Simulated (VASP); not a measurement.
Crystal: MgZn2O3.

```
Mg Zn O
1.0
     3.05260    0.00000    0.00000
    -1.52630    2.64363    0.00000
     0.00000    0.00000    7.45204
Mg Zn O
1 2 3
Direct
  0.00000 0.00000 0.00000
  0.33333 0.66667 0.66842
  0.66667 0.33333 0.33158
  0.33333 0.66667 0.16070
  0.66667 0.33333 0.83930
  0.00000 0.00000 0.50000
```

Base run:

```yaml
Program: VASP 6.6.1
Functional: PBEsol
Potentials_or_basis: VASP PAW PBE potentials, release 64 (Mg, Zn, O)
Cutoff: 520 eV
k_mesh: 12 × 12 × 4
Occupations: gaussian, width 0.01 eV
Spin: no spin polarisation
Hubbard_terms: Zn d U = 6.0 eV
```

Its results: band gap on the k mesh 2.15 eV; pressure -14.4 GPa; largest force 0.556 eV/Å.

**Question.** The run is repeated on the same cell with these changes: hubbard terms from Zn d U = 6.0 eV to Zn d U = 2.0 eV. What comes out?

**Answer.** Band gap on the k mesh 1.81 eV; pressure -9.1 GPa; largest force 0.223 eV/Å.

Caveats: the cell stands under tension; the PAW data sets were made with another functional, which shifts forces and pressure a little.

